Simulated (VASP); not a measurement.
# NiSb (P6_3/mmc) in VASP: notebook, part 2 of 2

VASP 6.6.1. Earlier steps stand in the parts before.

## (3) Single point, PBE, collinear spin, ferromagnetic start

Input file INCAR:

```
  PREC = Accurate
  ENCUT = 520
  EDIFF = 1E-6
  ISMEAR = -1
  SIGMA = 0.05
  LREAL = F
  LASPH = T
  NELM = 150
  ALGO = Normal
  ISIF = 2
  LWAVE = F
  LCHARG = F
  ISPIN = 2
  MAGMOM = 1.5 1.5 0 0
  LORBIT = 11
  LMAXMIX = 4
  GGA = PE
  NBANDS = 27
```

Input file KPOINTS:

```
Automatic mesh
0
Gamma
  10 10 7
```

Input file POSCAR:

```
NiSb
1.0
    3.9753645303      0.0000000000      0.0000000000
   -1.9876822652      3.4427666726      0.0000000000
    0.0000000000      0.0000000000      5.1617541539
Ni Sb
2 2
Direct
    0.0000000000      0.0000000000      0.0000000000
    0.0000000000      0.0000000000      0.5000000000
    0.3333333333      0.6666666667      0.2500000000
    0.6666666667      0.3333333333      0.7500000000
```

Potentials or basis: VASP PAW PBE potentials, release 64 (Ni, Sb).

The run is started by

```
$ cat potpaw_PBE.64/Ni/POTCAR potpaw_PBE.64/Sb/POTCAR > POTCAR
$ mpirun -np 1 vasp_std > vasp.out
```

OUTCAR:

```text
PREC = Accurate
   ENCUT = 520
   EDIFF = 1E-6
   ISMEAR = -1
   LREAL = F
   LASPH = T
   NELM = 150
   ISIF = 2
   ISPIN = 2
   LORBIT = 11
   GGA = PE

 ion  position               nearest neighbor table
   1  0.000  0.000  0.000-   2 2.58   2 2.58   4 2.63   3 2.63   4 2.63   3 2.63   4 2.63   3 2.63

   2  0.000  0.000  0.500-   1 2.58   1 2.58   4 2.63   3 2.63   4 2.63   3 2.63   4 2.63   3 2.63

   3  0.333  0.667  0.250-   1 2.63   2 2.63   1 2.63   2 2.63   1 2.63   2 2.63   4 3.45   4 3.45
                             4 3.45   4 3.45   4 3.45   4 3.45
   4  0.667  0.333  0.750-   1 2.63   2 2.63   1 2.63   2 2.63   1 2.63   2 2.63   3 3.45   3 3.45
                             3 3.45   3 3.45   3 3.45   3 3.45

  LATTYP: Found a hexagonal cell.
 ALAT       =     3.9753645303
 C/A-ratio  =     1.2984354301

  Lattice vectors:

 A1 = (   3.9753645303,   0.0000000000,   0.0000000000)
 A2 = (  -1.9876822652,   3.4427666726,   0.0000000000)
 A3 = (   0.0000000000,   0.0000000000,   5.1617541539)

Analysis of symmetry for initial positions (statically):
=====================================================================
 Subroutine PRICEL returns:
 Original cell was already a primitive cell.

 Routine SETGRP: Setting up the symmetry group for a
 hexagonal supercell.

 Subroutine GETGRP returns: Found 24 space group operations
 (whereof 12 operations were pure point group operations)
 out of a pool of 24 trial point group operations.

The static configuration has the point symmetry D_3d.
 The point group associated with its full space group is D_6h.

Analysis of symmetry for dynamics (positions and initial velocities):
=====================================================================
 Subroutine PRICEL returns:
 Original cell was already a primitive cell.

 Routine SETGRP: Setting up the symmetry group for a
 hexagonal supercell.

 Subroutine GETGRP returns: Found 24 space group operations
 (whereof 12 operations were pure point group operations)
 out of a pool of 24 trial point group operations.

The dynamic configuration has the point symmetry D_3d.
 The point group associated with its full space group is D_6h.

Analysis of structural, dynamic, and magnetic symmetry:
=====================================================================
 Subroutine PRICEL returns:
 Original cell was already a primitive cell.

 Routine SETGRP: Setting up the symmetry group for a
 hexagonal supercell.

 Subroutine GETGRP returns: Found 24 space group operations
 (whereof 12 operations were pure point group operations)
 out of a pool of 24 trial point group operations.

The overall configuration has the point symmetry D_3d.
 The point group associated with its full space group is D_6h.

 Subroutine INISYM returns: Found 24 space group operations
 (whereof 12 operations are pure point group operations),
 and found     1 'primitive' translations

----------------------------------------------------------------------------------------

                                     Primitive cell

[... 89 lines left out ...]
   LNONCOLLINEAR =      F non collinear calculations
   LSORBIT =      F    spin-orbit coupling
   LASPH  =      T    aspherical Exc in radial PAW
   ENCUT  =  520.0 eV  38.22 Ry    6.18 a.u.   7.39  7.39  9.60*2*pi/ulx,y,z
   NELM   =    150;   NELMIN=  2; NELMDL= -5     # of ELM steps
   EDIFF  = 0.1E-05   stopping-criterion for ELM
   LREAL  =      F    real-space projection
   EDIFFG = 0.1E-04   stopping-criterion for IOM
   NSW    =      0    number of steps for IOM
   IBRION =     -1    ionic relax: 0-MD 1-quasi-New 2-CG
   NFREE  =      0    steps in history (QN), initial steepest desc. (CG)
   ISIF   =      2    stress and relaxation
   ISYM   =      2    0-nonsym 1-usesym 2-fastsym
   POTIM  = 0.5000    time-step for ionic-motion
   TEBEG  =    0.0;   TEEND  =   0.0 temperature during run
   PSTRESS=    0.0 pullay stress
   NELECT =      30.0000    total number of electrons
   NUPDOWN=      -1.0000    fix difference up-down
   EMIN   =  10.00;   EMAX   =-10.00  energy-range for DOS
   EFERMI =   0.00;   METHOD = LEGACY
   ISMEAR =    -1;   SIGMA  =   0.05  broadening in eV -4-tet -1-fermi 0-gaus
   EFERMI_NEDOS =   21; number of points for ismear=-14 and -15
   IALGO  =     38    algorithm
   IMIX   =      4    mixing-type and parameters
     AMIX     =   0.40;   BMIX     =  1.00
     AMIX_MAG =   1.60;   BMIX_MAG =  1.00
  volume/ion in A,a.u.               =      17.66       119.18
  Fermi-wavevector in a.u.,A,eV,Ry     =   1.230518  2.325342 20.601594  1.514174
  Thomas-Fermi vector in A             =   2.365363
   LORBIT       =     11    0 simple, 1 ext, 2 COOP (PROOUT), +10 PAW based schemes
   GGA     = PE    functional components
   LHFCALC =     F    Hartree Fock is set to
   AEXX    =    0.0000 exact exchange contribution
   IVDW    =     0    specifies the selected vdW correction
   LEPSILON=     F    determine dielectric tensor
   LRPA    =     F    only Hartree local field effects (RPA)
 spin polarized calculation
  energy-cutoff  :      520.00
  volume of cell :       70.65
 maximum number of plane-waves:      1922
 NGX is ok and might be reduce to    30
   NGX = 15   NGY = 15   NGZ = 19

 number of electron      30.0000012 magnetization       0.0018195

 number of electron      30.0000012 magnetization      -0.0000262

 Free energy of the ion-electron system (eV)
  ---------------------------------------------------
  ext. energy  EPLUGINS =         0.00000000
  ---------------------------------------------------
  free energy    TOTEN  =       -20.31608863 eV

  energy without entropy =      -20.29627754  energy(sigma->0) =      -20.30618309

 E-fermi :   9.5576     XC(G=0): -11.3720

 val. band max:        9.5434318078   @ k =   0.4000   0.1000   0.4286
 cond. band min:       9.5613952746   @ k =   0.1000   0.0000   0.1429
 fundamental gap:      0.0179634669
 Fermi energy:         9.5576374925

 spin component 1

 k-point     1 :       0.0000    0.0000    0.0000
  band No.  band energies     occupation
      1      -3.1384      1.00000
      2       1.2441      1.00000
      3       3.5545      1.00000
      4       5.8048      1.00000
      5       5.8048      1.00000
      6       6.5569      1.00000
[... 709 lines left out ...]
     26      22.1509      0.00000
     27      22.6417      0.00000

 [... further k-points ...]

 spin component 2

 k-point     1 :       0.0000    0.0000    0.0000
  band No.  band energies     occupation
      1      -3.1384      1.00000
      2       1.2441      1.00000
      3       3.5545      1.00000
      4       5.8049      1.00000
      5       5.8049      1.00000
      6       6.5571      1.00000
[... 709 lines left out ...]
     26      22.1509      0.00000
     27      22.6419      0.00000

 [... further k-points ...]

------------------------ aborting loop because EDIFF is reached ----------------------------------------

  FORCE on cell =-STRESS in cart. coord.  units (eV):
  Direction    XX          YY          ZZ          XY          YZ          ZX
  --------------------------------------------------------------------------------------
  -------------------------------------------------------------------------------------
  Total       -0.0710433     -0.0710433     -0.0028759      0.0000000      0.0000000      0.0000000
  in kB       -1.6112098     -1.6112098     -0.0652231      0.0000000      0.0000000      0.0000000
  external PRESSURE =      -1.0958809 kB  Pullay stress =       0.0000000 kB

 VOLUME and BASIS-vectors are now :
 -----------------------------------------------------------------------------
  energy-cutoff  :      520.00
  volume of cell :       70.65
      direct lattice vectors                 reciprocal lattice vectors
     3.975364530  0.000000000  0.000000000     0.251549259  0.145232032  0.000000000
    -1.987682265  3.442766673  0.000000000     0.000000000  0.290464064  0.000000000
     0.000000000  0.000000000  5.161754154     0.000000000  0.000000000  0.193732590

 POSITION                                       TOTAL-FORCE (eV/Angst)
 -----------------------------------------------------------------------------------
      0.00000      0.00000      0.00000        -0.000000      0.000000      0.000000
      0.00000      0.00000      2.58088        -0.000000      0.000000      0.000000
     -0.00000      2.29518      1.29044        -0.000000      0.000000     -0.000000
      1.98768      1.14759      3.87132         0.000000     -0.000000      0.000000
 -----------------------------------------------------------------------------------
    total drift:                                0.000000      0.000000     -0.000000

  FREE ENERGIE OF THE ION-ELECTRON SYSTEM (eV)
  ---------------------------------------------------
  free  energy   TOTEN  =       -20.3160886315 eV

  energy  without entropy=      -20.2962775445  energy(sigma->0) =      -20.30618309

 total charge

# of ion       s       p       d       tot
------------------------------------------
    1        0.439   0.457   8.449   9.345
    2        0.439   0.457   8.449   9.345
    3        1.137   1.203   0.070   2.409
    4        1.137   1.203   0.070   2.409
--------------------------------------------------
tot          3.152   3.319  17.038  23.510

 magnetization (x)

# of ion       s       p       d       tot
------------------------------------------
    1        0.000   0.000   0.000   0.000
    2        0.000   0.000   0.000   0.000
    3        0.000  -0.000  -0.000  -0.000
    4        0.000  -0.000  -0.000  -0.000
--------------------------------------------------
tot          0.000  -0.000   0.000   0.000
```

Run time: 86 s. Hardware: 1 thread of Intel Xeon 6975P-C (Granite Rapids), shared host; peak memory 0.31 GiB.

What came out:

```yaml
Free_energy: -20.3161 eV
Pressure: -0.1 GPa
Band_gap_on_the_k_mesh: zero (filled and empty bands overlap)
Net_moment: 0.00 μB per cell
Valence_electrons_inside_the_program's_atomic_spheres: Ni 9.35; Sb 2.41
```

Stress tensor (GPa, compression positive):
```
-0.16  0.00  0.00
 0.00 -0.16  0.00
 0.00  0.00 -0.01
```

Caveat: the moments typed at the start vanished in this run; spin-orbit coupling is left out, which moves the levels of the heavy elements.

## (4) Single point, PBE, collinear spin, ferromagnetic start

INCAR is that of step 3.

Input file KPOINTS:

```
regular mesh
0
Gamma
  10 10 7
```

Input file POSCAR:

```
NiSb
1.0
    3.9756395814      0.0000000000      0.0000000000
   -1.9878197907      3.4430048738      0.0000000000
    0.0000000000      0.0000000000      5.1623530996
Ni Sb
2 2
Direct
    0.0000000000      0.0000000000      0.0000000000
    0.0000000000      0.0000000000      0.5000000000
    0.3333333333      0.6666666667      0.2500000000
    0.6666666667      0.3333333333      0.7500000000
```

Potentials or basis: VASP PAW PBE potentials, release 64 (Ni, Sb).

The run is started by

```
$ cat potpaw_PBE.64/Ni/POTCAR potpaw_PBE.64/Sb/POTCAR > POTCAR
$ mpirun -np 1 vasp_std > vasp.out
```

OUTCAR:

```text
PREC = Accurate
   ENCUT = 520
   EDIFF = 1E-6
   ISMEAR = -1
   LREAL = F
   LASPH = T
   NELM = 150
   ISIF = 2
   ISPIN = 2
   LORBIT = 11
   GGA = PE

 ion  position               nearest neighbor table
   1  0.000  0.000  0.000-   2 2.58   2 2.58   4 2.63   3 2.63   4 2.63   3 2.63   4 2.63   3 2.63

   2  0.000  0.000  0.500-   1 2.58   1 2.58   4 2.63   3 2.63   4 2.63   3 2.63   4 2.63   3 2.63

   3  0.333  0.667  0.250-   1 2.63   2 2.63   1 2.63   2 2.63   1 2.63   2 2.63   4 3.45   4 3.45
                             4 3.45   4 3.45   4 3.45   4 3.45
   4  0.667  0.333  0.750-   1 2.63   2 2.63   1 2.63   2 2.63   1 2.63   2 2.63   3 3.45   3 3.45
[... 1680 lines left out ...]
    -1.987819791  3.443004874  0.000000000     0.000000000  0.290443969  0.000000000
     0.000000000  0.000000000  5.162353100     0.000000000  0.000000000  0.193710113

 POSITION                                       TOTAL-FORCE (eV/Angst)
 -----------------------------------------------------------------------------------
      0.00000      0.00000      0.00000         0.000000      0.000000      0.000000
      0.00000      0.00000      2.58118         0.000000      0.000000      0.000000
     -0.00000      2.29534      1.29059        -0.000000      0.000000      0.000000
      1.98782      1.14767      3.87176         0.000000      0.000000     -0.000000
 -----------------------------------------------------------------------------------
    total drift:                                0.000000      0.000000     -0.000000

  FREE ENERGIE OF THE ION-ELECTRON SYSTEM (eV)
  ---------------------------------------------------
  free  energy   TOTEN  =       -20.3160746191 eV

  energy  without entropy=      -20.2962632229  energy(sigma->0) =      -20.30616892

 total charge

# of ion       s       p       d       tot
------------------------------------------
    1        0.439   0.457   8.449   9.345
    2        0.439   0.457   8.449   9.345
    3        1.137   1.202   0.070   2.409
    4        1.137   1.202   0.070   2.409
--------------------------------------------------
tot          3.152   3.319  17.038  23.508

 magnetization (x)

# of ion       s       p       d       tot
------------------------------------------
    1        0.000   0.000   0.000   0.000
    2        0.000   0.000   0.000   0.000
    3        0.000  -0.000  -0.000  -0.000
    4        0.000  -0.000  -0.000  -0.000
--------------------------------------------------
tot          0.000  -0.000   0.000   0.000
```

stdout:

```text
POSCAR found type information on POSCAR NiSb
 POSCAR found :  2 types and       4 ions
 scaLAPACK will be used
 LDA part: xc-table for (Slater+PW92), standard interpolation
 POSCAR, INCAR and KPOINTS ok, starting setup
 FFT: planning ... GRIDC
 FFT: planning ... GRID_SOFT
 FFT: planning ... GRID
 WAVECAR not read
 entering main loop
```

Run time: 87 s. Hardware: 1 thread of Intel Xeon 6975P-C (Granite Rapids), shared host; peak memory 0.31 GiB.

Results:

| Property | Result |
| --- | --- |
| Free energy | -20.3161 eV |
| Pressure | -0.1 GPa |
| Band gap on the k mesh | zero (filled and empty bands overlap) |
| Net moment | 0.00 μB per cell |
| Valence electrons inside the program's atomic spheres | Ni 9.35; Sb 2.41 |

Stress tensor (GPa, compression positive):
```
-0.19  0.00  0.00
 0.00 -0.19  0.00
 0.00  0.00 -0.04
```

Levels at points of the mesh, in eV from the Fermi level:
Spin up:
```
           k point  band 11  band 12  band 13  band 14  band 15  band 16  band 17  band 18  band 19  band 20
(0.00, 0.00, 0.00)    -1.23    -1.23     0.02     0.59     0.59     2.42     2.42     3.12     3.94     5.07
(0.50, 0.00, 0.00)    -1.96    -1.74    -1.49    -1.29    -1.22    -0.37     1.15     3.44     3.88     5.35
```
Spin down:
| k point | band 13 | band 14 | band 15 | band 16 | band 17 | band 18 |
| --- | --- | --- | --- | --- | --- | --- |
| (0.00, 0.00, 0.00) | 0.02 | 0.59 | 0.59 | 2.42 | 2.42 | 3.12 |
| (0.50, 0.00, 0.00) | -1.49 | -1.29 | -1.22 | -0.37 | 1.15 | 3.44 |

Caveat: the moments typed at the start vanished in this run; spin-orbit coupling is left out, which moves the levels of the heavy elements.
